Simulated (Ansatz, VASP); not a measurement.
Two plane-wave programs on ZrC

Contents of INCAR:

```
PREC = Accurate
ENCUT = 600
EDIFF = 1E-7
ISMEAR = 0
SIGMA = 0.1
LREAL = False
LASPH = True
NELM = 100
ALGO = Normal
ISIF = 3
LWAVE = False
LCHARG = False
GGA = PE
IBRION = 2
NSW = 90
EDIFFG = -0.04
```

File KPOINTS:

```
Automatic mesh
0
Gamma
  4 4 4
```

Contents of POSCAR:

```
ZrC
1.0
    3.8379877800      0.0000000000      0.0000000000
    0.0000000000      4.8624762400      0.0000000000
    0.0000000000      0.0000000000      3.7426808900
Zr C
2 2
Direct
    0.0000000000      0.0000000000      0.1626500800
    0.5000000000      0.5000000000      0.8373499200
    0.0000000000      0.0000000000      0.6602106200
    0.5000000000      0.5000000000      0.3397893800
```

Input for Ansatz:

```yaml
crystal:
  lattice:
    - [3.83798778, 0.0, 0.0]
    - [0.0, 4.86247624, 0.0]
    - [0.0, 0.0, 3.74268089]
  atoms:
    - { symbol: Zr, position: [0.0, 0.0, 0.16265008] }
    - { symbol: Zr, position: [0.5, 0.5, 0.83734992] }
    - { symbol: C, position: [0.0, 0.0, 0.66021062] }
    - { symbol: C, position: [0.5, 0.5, 0.33978938] }
basis:
  ecutwfc: 420
kpoints:
  mp_grid: { grid: [4, 4, 4] }
hamiltonian:
  xc: pbe
scf:
  occupations: { method: gaussian, width: 0.1 }
  lower_state_search: "off"
output:
  forces: true
  stress: true
  eigenvalues: true
relax:
  adjacent_minimum: "off"
  f_tol: 0.04
  max_steps: 70
  cell: { stress_tol: 0.4 }
```

Alike in both runs: task relaxation of cell and atoms; functional PBE; k mesh 4 × 4 × 4; occupations gaussian, width 0.1 eV; no spin polarisation.

```csv
,VASP,Ansatz
version,VASP 6.6.1,Ansatz 0.2.0
potentials or method,"VASP PAW PBE potentials, release 64 (Zr_sv, C), cutoff 600 eV","scalar-relativistic, plane waves, PAW"
valence electrons in the cell,32,32
```

|  | VASP | Ansatz | Ansatz less VASP |
| --- | --- | --- | --- |
| gap on the k mesh at the Fermi level, each at its own relaxed structure (eV) | none | none | - |
| relaxed volume (Å³/atom) | 13.04 | 13.01 | -0.028 |
| relaxed length of the cell vector where the two differ most in proportion (Å) | 3.335 | 3.331 | -0.0040 |

A gap of «none» marks a metal or a gap that the smearing closes.

The k mesh is coarse, so the values compare programs but aren't converged. Noted on VASP's run: the volume moved by over 15 % at a fixed basis, so the end points are rough.
